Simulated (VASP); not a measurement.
Here is a VASP 6.6.1 calculation.

INCAR

```
SYSTEM = CoO
  PREC = Accurate
  ENCUT = 520
  EDIFF = 1E-7
  ISMEAR = 0
  SIGMA = 0.027000000000000003
  LREAL = .FALSE.
  LASPH = .TRUE.
  NELM = 150
  ALGO = Normal
  ISIF = 2
  LWAVE = .FALSE.
  LCHARG = .TRUE.
  ISPIN = 2
  MAGMOM = 2 0
  LORBIT = 11
  LMAXMIX = 4
  GGA = PE
  LELF = .TRUE.
  LVHAR = .TRUE.
  NBANDS = 18
```

File KPOINTS:

```
regular mesh
0
G
  11 11 11
  0 0 0
```

POSCAR

```
CoO
1.0
    0.0000000000      2.1315000000      2.1315000000
    2.1315000000      0.0000000000      2.1315000000
    2.1315000000      2.1315000000      0.0000000000
Co O
1 1
Direct
    0.0000000000      0.0000000000      0.0000000000
    0.5000000000      0.5000000000      0.5000000000
```

Potentials or basis: VASP PAW PBE potentials, release 64 (Co, O).

Launch:

```console
$ cat potpaw_PBE.64/Co/POTCAR potpaw_PBE.64/O/POTCAR > POTCAR
$ mpirun -np 1 vasp_std > vasp.out
```

What does it give for the net moment?

2.93 μB per cell.

Predict the pressure.

-2.4 GPa.

Predict the site moments.

Co +2.57; O +0.30 μB.

Caveat: a cell with one magnetic atom can't hold antiferromagnetic order, which such compounds often take.
